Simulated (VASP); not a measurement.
# InP in VASP: further runs, part 2 of 2

VASP 6.6.1.

## (3) Single point, PBE+D3(BJ)

This run uses another cell than the first one.

INCAR

```
PREC = Accurate ; ENCUT = 400
EDIFF = 1E-6 ; ISMEAR = 0
SIGMA = 0.05 ; LREAL = False
LASPH = True ; NELM = 120
ALGO = Normal ; ISIF = 2
LWAVE = False ; LCHARG = False
LDIPOL = True ; IDIPOL = 3
DIPOL = 0.5 0.5 0.429 ; GGA = PE
IVDW = 12 ; NBANDS = 66
GGA_COMPAT = False ; NELMDL = -8
```

KPOINTS

```
Automatic mesh
0
Gamma
  2 3 1
```

POSCAR

```
InP
1.0
    8.3347933365      0.0000000000      0.0000000000
    0.0000000000      5.8935888880      0.0000000000
    0.0000000000      0.0000000000     23.4501966682
In P
6 6
Direct
    0.2500000000      0.5000000000      0.3411485248
    0.7500000000      0.5000000000      0.3411485248
    0.5000000000      0.0986514866      0.4439330537
    0.0000000000     -0.0047712237      0.4285565553
    0.7549159053      0.5360122192      0.5101625194
    0.2450840947      0.5360122192      0.5101625194
    0.5000000000      0.2500000000      0.3411485248
    0.0000000000      0.2500000000      0.3411485248
    0.7318060972      0.8020936031      0.4238231140
    0.2681939028      0.8020936031      0.4238231140
    0.0000000000      0.2789267131      0.5071048317
    0.5000000000      0.3194870338      0.5408766958
```

Potentials or basis: VASP PAW PBE potentials, release 64 (In_d, P).

Run with:

```console
cat potpaw_PBE.64/In_d/POTCAR potpaw_PBE.64/P/POTCAR > POTCAR
mpirun -np 1 vasp_std > vasp.out
```

OUTCAR:

```text
PREC = Accurate
   ENCUT = 400
   EDIFF = 1E-6
   ISMEAR = 0
   LREAL = False
   LASPH = True
   NELM = 120
   ISIF = 2
   GGA = PE
   IVDW = 12
   NELMDL = -8
 IVDW          = 12

 ion  position               nearest neighbor table
   1  0.250  0.500  0.341-   7 2.55   8 2.55  10 2.64   3 3.97   6 3.97
   2  0.750  0.500  0.341-   7 2.55   8 2.55   9 2.64   3 3.97   5 3.97
   3  0.500  0.099  0.444-   7 2.57  12 2.62  10 2.65   9 2.65   5 3.68   6 3.68   1 3.97   2 3.97

   4  0.000  0.995  0.429-  11 2.49  10 2.51   9 2.51   8 2.54   5 3.89   6 3.89
   5  0.755  0.536  0.510-  11 2.54   9 2.57  12 2.58   3 3.68   4 3.89   2 3.97
   6  0.245  0.536  0.510-  11 2.54  10 2.57  12 2.58   3 3.68   4 3.89   1 3.97
   7  0.500  0.250  0.341-   1 2.55   2 2.55   3 2.57
   8  0.000  0.250  0.341-   4 2.54   2 2.55   1 2.55
   9  0.732  0.802  0.424-   4 2.51   5 2.57   2 2.64   3 2.65
  10  0.268  0.802  0.424-   4 2.51   6 2.57   1 2.64   3 2.65
  11  0.000  0.279  0.507-   4 2.49   5 2.54   6 2.54
  12  0.500  0.319  0.541-   5 2.58   6 2.58   3 2.62

  LATTYP: Found a simple orthorhombic cell.
 ALAT       =     5.8935888880
 B/A-ratio  =     1.4142135624
 C/A-ratio  =     3.9789332296

  Lattice vectors:

 A1 = (   0.0000000000,  -5.8935888880,   0.0000000000)
 A2 = (   8.3347933365,   0.0000000000,   0.0000000000)
 A3 = (   0.0000000000,   0.0000000000,  23.4501966682)

Analysis of symmetry for initial positions (statically):
=====================================================================
 Subroutine PRICEL returns:
 Original cell was already a primitive cell.

 Routine SETGRP: Setting up the symmetry group for a
 simple orthorhombic supercell.

 Subroutine GETGRP returns: Found  2 space group operations
 (whereof  2 operations were pure point group operations)
 out of a pool of  8 trial point group operations.

The static configuration has the point symmetry C_1h.

Analysis of symmetry for dynamics (positions and initial velocities):
[... 150 lines left out ...]
 number of electron     107.9999957 magnetization

 dipolmoment           0.000000      0.000000      0.053927 electrons x Angstroem

 Free energy of the ion-electron system (eV)
  ---------------------------------------------------
  ext. energy  EPLUGINS =         0.00000000
  ---------------------------------------------------
  free energy    TOTEN  =       -44.81727397 eV

  energy without entropy =      -44.81618311  energy(sigma->0) =      -44.81672854

 E-fermi :  -1.8354     XC(G=0):  -3.1104

 val. band max:       -1.9203837749   @ k =   0.0000   0.3333   0.0000
 cond. band min:      -1.7492177163   @ k =   0.0000   0.3333   0.0000
 fundamental gap:      0.1711660587
 Fermi energy:        -1.8353674906

 k-point     1 :       0.0000    0.0000    0.0000
  band No.  band energies     occupation
      1     -16.6546      2.00000
      2     -16.6395      2.00000
      3     -16.6301      2.00000
      4     -16.6145      2.00000
      5     -16.5956      2.00000
      6     -16.5873      2.00000
[... 265 lines left out ...]
     65       2.3556      0.00000
     66       2.4564      0.00000

------------------------ aborting loop because EDIFF is reached ----------------------------------------

 vacuum level on the upper side and lower side of the slab       (xc-potential included)        -0.050        -0.252

 Edisp (eV)   -2.32268

 E8    (eV) :    -1.0810

  FORCE on cell =-STRESS in cart. coord.  units (eV):
  Direction    XX          YY          ZZ          XY          YZ          ZX
  --------------------------------------------------------------------------------------
  -------------------------------------------------------------------------------------
  Total      -4.70473    -5.96239     1.78291     0.00000    -1.26159     0.00000
  in kB      -6.54371    -8.29296     2.47981     0.00000    -1.75471     0.00000
  external pressure =       -4.12 kB  Pullay stress =        0.00 kB

 VOLUME and BASIS-vectors are now :
 -----------------------------------------------------------------------------
  energy-cutoff  :      400.00
  volume of cell :     1151.92
      direct lattice vectors                 reciprocal lattice vectors
     8.334793337  0.000000000  0.000000000     0.119978980  0.000000000  0.000000000
     0.000000000  5.893588888  0.000000000     0.000000000  0.169675900  0.000000000
     0.000000000  0.000000000 23.450196668     0.000000000  0.000000000  0.042643566

 POSITION                                       TOTAL-FORCE (eV/Angst)
 -----------------------------------------------------------------------------------
      2.08370      2.94679      8.00000        -0.040263     -0.708661      0.846943
      6.25110      2.94679      8.00000         0.040263     -0.708661      0.846943
      4.16740      0.58141     10.41032         0.000000      0.069254     -0.084216
      0.00000      5.86547     10.04974         0.000000      0.480150     -0.232753
      6.29207      3.15904     11.96341        -0.106909     -0.822632     -0.596302
      2.04273      3.15904     11.96341         0.106909     -0.822632     -0.596302
      4.16740      1.47340      8.00000         0.000000      0.376977     -0.749550
      0.00000      1.47340      8.00000         0.000000      0.916213     -1.518831
      6.09945      4.72721      9.93874        -0.085613      0.187040      0.213574
      2.23534      4.72721      9.93874         0.085613      0.187040      0.213574
      0.00000      1.64388     11.89171         0.000000      0.736670      1.608453
      4.16740      1.88293     12.68366         0.000000      0.109242      0.048465
 -----------------------------------------------------------------------------------
    total drift:                                0.000000     -0.003594      0.008024

  FREE ENERGIE OF THE ION-ELECTRON SYSTEM (eV)
  ---------------------------------------------------
  free  energy   TOTEN  =       -47.1399581389 eV

  energy  without entropy=      -47.1388672751  energy(sigma->0) =      -47.13941271

 vacuum level on the upper side and lower side of the slab         2.618         2.416
```

It took 12 min on 1 thread of Oxide Virtual Turin-like, shared host; peak memory 0.69 GiB.

What came out:

```yaml
Free_energy: -47.1400 eV
Largest_force: 1.774 eV/Å
Band_gap_on_the_k_mesh: 0.17 eV
Dispersion_energy_per_atom: -0.194 eV
```

Forces on the atoms (eV/Å):
```
In  -0.040 -0.709  0.847
In   0.040 -0.709  0.847
In   0.000  0.069 -0.084
In   0.000  0.480 -0.233
In  -0.107 -0.823 -0.596
In   0.107 -0.823 -0.596
P    0.000  0.377 -0.750
P    0.000  0.916 -1.519
P   -0.086  0.187  0.214
P    0.086  0.187  0.214
P    0.000  0.737  1.608
P    0.000  0.109  0.048
```

Caveat: semilocal functionals underestimate gaps, and a narrow one can read as zero; spin-orbit coupling is left out, which moves the levels of the heavy elements.
